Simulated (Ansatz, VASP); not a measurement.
**HgTe in VASP and in Ansatz**

INCAR

```
SYSTEM = HgTe
ALGO = Normal ; EDIFF = 1E-8
ENCUT = 520 ; GGA = PS
ISIF = 2 ; ISMEAR = -1
LASPH = .TRUE. ; LCHARG = .FALSE.
LEFG = .TRUE. ; LREAL = .FALSE.
LWAVE = .FALSE. ; NBANDS = 16
NELM = 80 ; PREC = Accurate
SIGMA = 0.08
```

File KPOINTS:

```
k-points
0
G
  12 12 12
  0 0 0
```

Contents of POSCAR:

```
HgTe
1.0
    0.0000000000      2.9117290240      2.9117290240
    2.9117290240      0.0000000000      2.9117290240
    2.9117290240      2.9117290240      0.0000000000
Hg Te
1 1
Direct
    0.0000000000      0.0000000000      0.0000000000
    0.5000000000      0.5000000000      0.5000000000
```

Input for Ansatz:

```yaml
crystal:
  lattice:
    - [0.0, 2.911729024, 2.911729024]
    - [2.911729024, 0.0, 2.911729024]
    - [2.911729024, 2.911729024, 0.0]
  atoms:
    - { symbol: Hg, position: [0.0, 0.0, 0.0] }
    - { symbol: Te, position: [0.5, 0.5, 0.5] }
kpoints:
  mp_grid: { grid: [12, 12, 12] }
scf:
  occupations: { method: fermi_dirac, width: 0.08 }
hamiltonian:
  xc: pbesol
  pseudopotentials: { kind: paw }
output:
  forces: true
  stress: true
  eigenvalues: true
  efg: { contact_densities: true }
```

Change from the starting cell: volume scaled by 0.99, PAW files.

Alike in both runs: task electric field gradients; functional PBEsol; k mesh 12 × 12 × 12; occupations fermi-dirac, width 0.08 eV; no spin polarisation.

|  | VASP | Ansatz |
| --- | --- | --- |
| version | VASP 6.6.1 | Ansatz 0.2.0 |
| potentials or method | VASP PAW PBE potentials, release 64 (Hg, Te) | PAW with Ansatz's default frozen-core files, scalar-relativistic |
| plane-wave cutoff (eV) | 520 | 420 |
| valence electrons in the cell | 18 | 36 |

|  | VASP | Ansatz | Ansatz less VASP |
| --- | --- | --- | --- |
| pressure (GPa) | 7.3 | 7.0 | -0.33 |

VASP's potentials were made for PBE, not for PBEsol. With one functional, cell and mesh, what is left measures potentials, basis and numerics. VASP's potentials hold 18 valence electrons a cell and Ansatz's 36, so a difference there can come from the potentials and not from the codes.

Neither program's run includes spin-orbit coupling.
